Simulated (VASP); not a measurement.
# SnSe2 (P4/mmm) in VASP: further runs

SnSe2 is run at these levels: PBE; tasks: single point, relaxation of cell and atoms.

Program: VASP 6.6.1. These are calculated values, not measurements. Logs are shortened: lines on timing, memory, paths and dates and some standing lists are left out, and cuts for length are marked.

**1. The cell of the first run**

Symmetry: P4/mmm, No. 123, tetragonal system. Conventional cell: a = 6.184 Å, b = 6.184 Å, c = 5.445 Å, α = 90.00°, β = 90.00°, γ = 90.00°. Within 2.5 Å of Sn (site symmetry 4/mmm) lie 4 Se at 1.85 Å. Sn (site symmetry 4/mmm) has 4 Se at 2.52 Å within 3.3 Å. Within 2.7 Å of Se (site symmetry m2m) lie 2 Sn at 1.85 to 2.52 Å and 2 Se at 2.62 Å.

The cell was generated, and may not be a known phase.

**2. Single point, PBE**

File INCAR:

```
SYSTEM = SnSe2
ALGO = Normal ; EDIFF = 1E-7
ENCUT = 520 ; GGA = PE
ISIF = 2 ; ISMEAR = 0
LASPH = .True. ; LCHARG = .False.
LREAL = .False. ; LWAVE = .False.
NBANDS = 35 ; NELM = 60
PREC = Accurate ; SIGMA = 0.1
```

File KPOINTS:

```
k-points
0
Gamma
  4 4 4
  0 0 0
```

File POSCAR:

```
SnSe2
1.0
    6.1840599900      0.0000000000      0.0000000000
    0.0000000000      6.1840599900      0.0000000000
    0.0000000000      0.0000000000      5.4447646300
Sn Se
2 4
Direct
    0.0000000000      0.0000000000      0.0000000000
    0.5000000000      0.5000000000      0.0000000000
    0.2120342100      0.2120342100      0.0000000000
    0.7879657900      0.7879657900      0.0000000000
    0.7879657900      0.2120342100      0.0000000000
    0.2120342100      0.7879657900      0.0000000000
```

Potentials or basis: VASP PAW PBE potentials, release 64 (Sn_d, Se).

The run is started by

```sh
> cat potpaw_PBE.64/Sn_d/POTCAR potpaw_PBE.64/Se/POTCAR > POTCAR
> mpirun -np 1 vasp_std > vasp.out
```

OUTCAR:

```text
SYSTEM = SnSe2
   EDIFF = 1E-7
   ENCUT = 520
   GGA = PE
   ISIF = 2
   ISMEAR = 0
   LASPH = .True.
   LREAL = .False.
   NELM = 60
   PREC = Accurate

 ion  position               nearest neighbor table
   1  0.000  0.000  0.000-   3 1.85   4 1.85   5 1.85   6 1.85
   2  0.500  0.500  0.000-   3 2.52   4 2.52   5 2.52   6 2.52
   3  0.212  0.212  0.000-   1 1.85   2 2.52   5 2.62   6 2.62
   4  0.788  0.788  0.000-   1 1.85   2 2.52   5 2.62   6 2.62
   5  0.788  0.212  0.000-   1 1.85   2 2.52   3 2.62   4 2.62
   6  0.212  0.788  0.000-   1 1.85   2 2.52   3 2.62   4 2.62

  LATTYP: Found a simple tetragonal cell.
 ALAT       =     6.1840599900
 C/A-ratio  =     0.8804514573

  Lattice vectors:

 A1 = (   6.1840599900,   0.0000000000,   0.0000000000)
 A2 = (   0.0000000000,   6.1840599900,   0.0000000000)
 A3 = (   0.0000000000,   0.0000000000,   5.4447646300)

Analysis of symmetry for initial positions (statically):
=====================================================================
 Subroutine PRICEL returns:
 Original cell was already a primitive cell.

 Routine SETGRP: Setting up the symmetry group for a
 simple tetragonal supercell.

 Subroutine GETGRP returns: Found 16 space group operations
 (whereof 16 operations were pure point group operations)
 out of a pool of 16 trial point group operations.

The static configuration has the point symmetry D_4h.

Analysis of symmetry for dynamics (positions and initial velocities):
=====================================================================
 Subroutine PRICEL returns:
 Original cell was already a primitive cell.

 Routine SETGRP: Setting up the symmetry group for a
 simple tetragonal supercell.

 Subroutine GETGRP returns: Found 16 space group operations
 (whereof 16 operations were pure point group operations)
 out of a pool of 16 trial point group operations.

The dynamic configuration has the point symmetry D_4h.

 Subroutine INISYM returns: Found 16 space group operations
 (whereof 16 operations are pure point group operations),
 and found     1 'primitive' translations

----------------------------------------------------------------------------------------

                                     Primitive cell

  volume of cell :     208.2219

  direct lattice vectors                    reciprocal lattice vectors
     6.184059990  0.000000000  0.000000000     0.161706064  0.000000000  0.000000000
     0.000000000  6.184059990  0.000000000     0.000000000  0.161706064  0.000000000
     0.000000000  0.000000000  5.444764630     0.000000000  0.000000000  0.183662668

  length of vectors
     6.184059990  6.184059990  5.444764630     0.161706064  0.161706064  0.183662668

  position of ions in fractional coordinates (direct lattice)
     0.000000000  0.000000000  0.000000000
     0.500000000  0.500000000  0.000000000
     0.212034210  0.212034210  0.000000000
     0.787965790  0.787965790  0.000000000
     0.787965790  0.212034210  0.000000000
     0.212034210  0.787965790  0.000000000

  ion indices of the primitive-cell ions
   primitive index   ion index
                 1           1
                 2           2
                 3           3
                 4           4
                 5           5
                 6           6

----------------------------------------------------------------------------------------

 KPOINTS: k-points

Automatic generation of k-mesh.
 Grid dimensions read from file:
 generate k-points for:    4    4    4

 Generating k-lattice:

  Cartesian coordinates                     Fractional coordinates (reciprocal lattice)
     0.040426516  0.000000000  0.000000000     0.250000000  0.000000000  0.000000000
     0.000000000  0.040426516  0.000000000     0.000000000  0.250000000  0.000000000
     0.000000000  0.000000000  0.045915667     0.000000000  0.000000000  0.250000000

  Length of vectors
     0.040426516  0.040426516  0.045915667

  Shift w.r.t. Gamma in fractional coordinates (k-lattice)
     0.000000000  0.000000000  0.000000000

 Subroutine IBZKPT returns following result:
 ===========================================

 Found     18 irreducible k-points:

 Following reciprocal coordinates:
            Coordinates               Weight
  0.000000  0.000000  0.000000      1.000000
  0.250000  0.000000  0.000000      4.000000
  0.500000  0.000000  0.000000      2.000000
  0.250000  0.250000  0.000000      4.000000
  0.500000  0.250000  0.000000      4.000000
  0.500000  0.500000  0.000000      1.000000
[... 10 lines left out ...]
  0.500000  0.250000  0.500000      4.000000
  0.500000  0.500000  0.500000      1.000000
   k-points           NKPTS =     18   k-points in BZ     NKDIM =     18   number of bands    NBANDS=     35
   number of dos      NEDOS =    301   number of ions     NIONS =      6
   total plane-waves  NPLWV =  92160
   dimension x,y,z NGX =    48 NGY =   48 NGZ =   40
   dimension x,y,z NGXF=    96 NGYF=   96 NGZF=   80
   ions per type =               2   4
   NGX,Y,Z   is equivalent  to a cutoff of  12.90, 12.90, 12.21 a.u.
   NGXF,Y,Z  is equivalent  to a cutoff of  25.81, 25.81, 24.43 a.u.
 SYSTEM =  SnSe2
   PREC   = accura    normal or accurate (medium, high low for compatibility)
   ISTART =      0    job   : 0-new  1-cont  2-samecut
   ICHARG =      2    charge: 1-file 2-atom 10-const
   ISPIN  =      1    spin polarized calculation?
   LNONCOLLINEAR =      F non collinear calculations
   LSORBIT =      F    spin-orbit coupling
   LASPH  =      T    aspherical Exc in radial PAW
   ENCUT  =  520.0 eV  38.22 Ry    6.18 a.u.  11.50 11.50 10.12*2*pi/ulx,y,z
   NELM   =     60;   NELMIN=  2; NELMDL= -5     # of ELM steps
   EDIFF  = 0.1E-06   stopping-criterion for ELM
   LREAL  =      F    real-space projection
   EDIFFG = 0.1E-05   stopping-criterion for IOM
   NSW    =      0    number of steps for IOM
   IBRION =     -1    ionic relax: 0-MD 1-quasi-New 2-CG
   NFREE  =      0    steps in history (QN), initial steepest desc. (CG)
   ISIF   =      2    stress and relaxation
   ISYM   =      2    0-nonsym 1-usesym 2-fastsym
   POTIM  = 0.5000    time-step for ionic-motion
   TEBEG  =    0.0;   TEEND  =   0.0 temperature during run
   PSTRESS=    0.0 pullay stress
   NELECT =      52.0000    total number of electrons
   NUPDOWN=      -1.0000    fix difference up-down
   EMIN   =  10.00;   EMAX   =-10.00  energy-range for DOS
   EFERMI =   0.00;   METHOD = LEGACY
   ISMEAR =     0;   SIGMA  =   0.10  broadening in eV -4-tet -1-fermi 0-gaus
   EFERMI_NEDOS =   21; number of points for ismear=-14 and -15
   IALGO  =     38    algorithm
   IMIX   =      4    mixing-type and parameters
     AMIX     =   0.40;   BMIX     =  1.00
     AMIX_MAG =   1.60;   BMIX_MAG =  1.00
  volume/ion in A,a.u.               =      34.70       234.19
  Fermi-wavevector in a.u.,A,eV,Ry     =   1.030941  1.948196 14.460805  1.062839
  Thomas-Fermi vector in A             =   2.165064
   LORBIT       =      0    0 simple, 1 ext, 2 COOP (PROOUT), +10 PAW based schemes
   GGA     = PE    functional components
   LHFCALC =     F    Hartree Fock is set to
   AEXX    =    0.0000 exact exchange contribution
   IVDW    =     0    specifies the selected vdW correction
   LEPSILON=     F    determine dielectric tensor
   LRPA    =     F    only Hartree local field effects (RPA)
 non-spin polarized calculation
 Gauss-broadening in eV      SIGMA  =   0.10
  energy-cutoff  :      520.00
  volume of cell :      208.22
 maximum number of plane-waves:      5624
 NGX is ok and might be reduce to    48

 number of electron      51.9999996 magnetization

 Free energy of the ion-electron system (eV)
  ---------------------------------------------------
  ext. energy  EPLUGINS =         0.00000000
  ---------------------------------------------------
  free energy    TOTEN  =         9.20750085 eV

  energy without entropy =        9.21963072  energy(sigma->0) =        9.21356578

 E-fermi :   3.0976     XC(G=0):  -7.2841

 val. band max:        2.9049252367   @ k =   0.2500   0.0000   0.2500
 cond. band min:       3.1282595150   @ k =   0.2500   0.2500   0.0000
 fundamental gap:      0.2233342783
 Fermi energy:         3.0976048047

 k-point     1 :       0.0000    0.0000    0.0000
  band No.  band energies     occupation
      1     -24.4502      2.00000
      2     -22.9604      2.00000
      3     -22.8955      2.00000
      4     -22.2038      2.00000
      5     -22.2038      2.00000
      6     -19.0954      2.00000
[... 27 lines left out ...]
     34       8.0309      0.00000
     35       8.2040      0.00000

 k-point     2 :       0.2500    0.0000    0.0000
  band No.  band energies     occupation
      1     -24.4503      2.00000
      2     -22.9598      2.00000
      3     -22.8953      2.00000
      4     -22.2038      2.00000
      5     -22.2038      2.00000
      6     -19.0976      2.00000
[... 27 lines left out ...]
     34       8.4391      0.00000
     35       8.4445      0.00000

 k-point     3 :       0.5000    0.0000    0.0000
  band No.  band energies     occupation
      1     -24.4505      2.00000
      2     -22.9591      2.00000
      3     -22.8951      2.00000
      4     -22.2038      2.00000
      5     -22.2038      2.00000
      6     -19.0998      2.00000
[... 27 lines left out ...]
     34       8.8339      0.00000
     35       9.2248      0.00000
[... 495 lines left out ...]
 k-point    17 :       0.5000    0.2500    0.5000
  band No.  band energies     occupation
      1     -24.4507      2.00000
      2     -22.9587      2.00000
      3     -22.8949      2.00000
      4     -22.2040      2.00000
      5     -22.2039      2.00000
      6     -19.1009      2.00000
[... 27 lines left out ...]
     34       9.1572      0.00000
     35       9.5847      0.00000

 k-point    18 :       0.5000    0.5000    0.5000
  band No.  band energies     occupation
      1     -24.4509      2.00000
      2     -22.9584      2.00000
      3     -22.8947      2.00000
      4     -22.2040      2.00000
      5     -22.2040      2.00000
      6     -19.1019      2.00000
[... 27 lines left out ...]
     34       8.2592      0.00000
     35       8.7535      0.00000

------------------------ aborting loop because EDIFF is reached ----------------------------------------

  FORCE on cell =-STRESS in cart. coord.  units (eV):
  Direction    XX          YY          ZZ          XY          YZ          ZX
  --------------------------------------------------------------------------------------
  -------------------------------------------------------------------------------------
  Total      132.1995098    132.1995098     -0.2115627      0.0000000     -0.0000000      0.0000000
  in kB     1017.2177477   1017.2177477     -1.6278832      0.0000000     -0.0000000      0.0000000
  external PRESSURE =     677.6025374 kB  Pullay stress =       0.0000000 kB

 VOLUME and BASIS-vectors are now :
 -----------------------------------------------------------------------------
  energy-cutoff  :      520.00
  volume of cell :      208.22
      direct lattice vectors                 reciprocal lattice vectors
     6.184059990  0.000000000  0.000000000     0.161706064  0.000000000  0.000000000
     0.000000000  6.184059990  0.000000000     0.000000000  0.161706064  0.000000000
     0.000000000  0.000000000  5.444764630     0.000000000  0.000000000  0.183662668

 POSITION                                       TOTAL-FORCE (eV/Angst)
 -----------------------------------------------------------------------------------
      0.00000      0.00000      0.00000         0.000000     -0.000000     -0.000000
      3.09203      3.09203      0.00000         0.000000     -0.000000     -0.000000
      1.31123      1.31123      0.00000        21.111474     21.111474     -0.000000
      4.87283      4.87283      0.00000       -21.111474    -21.111474     -0.000000
      4.87283      1.31123      0.00000       -21.111474     21.111474     -0.000000
      1.31123      4.87283      0.00000        21.111474    -21.111474      0.000000
 -----------------------------------------------------------------------------------
    total drift:                                0.000000     -0.000000      0.000000

  FREE ENERGIE OF THE ION-ELECTRON SYSTEM (eV)
  ---------------------------------------------------
  free  energy   TOTEN  =         9.2075008475 eV

  energy  without entropy=        9.2196307155  energy(sigma->0) =        9.21356578
```

Run time: 4 min. Hardware: 1 thread of Intel Xeon 8259CL, shared host; peak memory 0.34 GiB.

What came out:

| Item | Value |
| --- | --- |
| Free energy | 9.2075 eV |
| Pressure | 67.8 GPa |
| Largest force | 29.856 eV/Å |
| Band gap on the k mesh | zero (bands 26 and 27 overlap by 0.52 eV) |

Forces on the atoms (eV/Å):
```
Sn    0.000   0.000   0.000
Sn    0.000   0.000   0.000
Se   21.111  21.111   0.000
Se  -21.111 -21.111   0.000
Se  -21.111  21.111   0.000
Se   21.111 -21.111   0.000
```

Caveat: the stress differs along the axes, from -0 to 102 GPa; semilocal functionals underestimate gaps, and a narrow one can read as zero; spin-orbit coupling is left out, which moves the levels of the heavy elements; forces of over 1 eV/Å act on the atoms, so gaps and moduli don't describe the material at rest.

**3. Single point, PBE**

This run uses another cell than the first one: it holds 3 atoms, not 6.

File INCAR:

```
SYSTEM = SnSe2
ALGO = Normal
EDIFF = 1E-6
ENCUT = 520
GGA = PE
ISIF = 2
ISMEAR = 0
LASPH = .TRUE.
LCHARG = .FALSE.
LREAL = .FALSE.
LWAVE = .FALSE.
NBANDS = 20
NELM = 80
PREC = Accurate
SIGMA = 0.01
```

File KPOINTS:

```
k-points
0
G
  8 8 6
  0 0 0
```

File POSCAR:

```
SnSe2
1.0
    5.2656369020      0.0000000000      0.0000000000
    0.0000000000      5.2656369020      0.0000000000
    0.0000000000      0.0000000000      6.2621982398
Sn Se
1 2
Direct
    0.0000000000      0.0000000000      0.0000000000
    0.0000000000      0.5000000000      0.0000000000
    0.5000000000      0.0000000000      0.0000000000
```

Potentials or basis: VASP PAW PBE potentials, release 64 (Sn_d, Se).

The run is started by

```sh
> cat potpaw_PBE.64/Sn_d/POTCAR potpaw_PBE.64/Se/POTCAR > POTCAR
> mpirun -np 1 vasp_std > vasp.out
```

Run time: 4.2 min. Hardware: 1 thread of Intel Xeon 8259CL, shared host; peak memory 0.38 GiB.

The run converged. Its results:

| Item | Value |
| --- | --- |
| Free energy | -9.7934 eV |
| Pressure | 0.0 GPa |
| Band gap on the k mesh | zero (bands 13 and 14 overlap by 0.99 eV) |

Levels at points of the mesh, in eV from the Fermi level:
```csv
k point,band 11,band 12,band 13,band 14,band 15,band 16
"(0.00, 0.00, 0.00)",-2.16,-0.34,-0.25,-0.25,3.30,3.85
"(0.50, 0.00, 0.00)",-1.18,-0.88,-0.88,1.43,2.29,3.61
"(0.50, 0.50, 0.00)",-0.83,-0.68,0.73,0.76,2.79,2.79
"(0.00, 0.00, 0.50)",-2.29,-0.38,-0.25,-0.25,3.10,5.88
"(0.50, 0.00, 0.50)",-1.17,-0.97,-0.88,1.45,2.11,3.62
"(0.50, 0.50, 0.50)",-0.91,-0.68,0.50,0.76,2.82,2.82
```

Caveat: spin-orbit coupling is left out, which moves the levels of the heavy elements.

(Part 1 of 2 ends here.)

The gap in the log of VASP goes by the Fermi energy; the results here count the filled bands.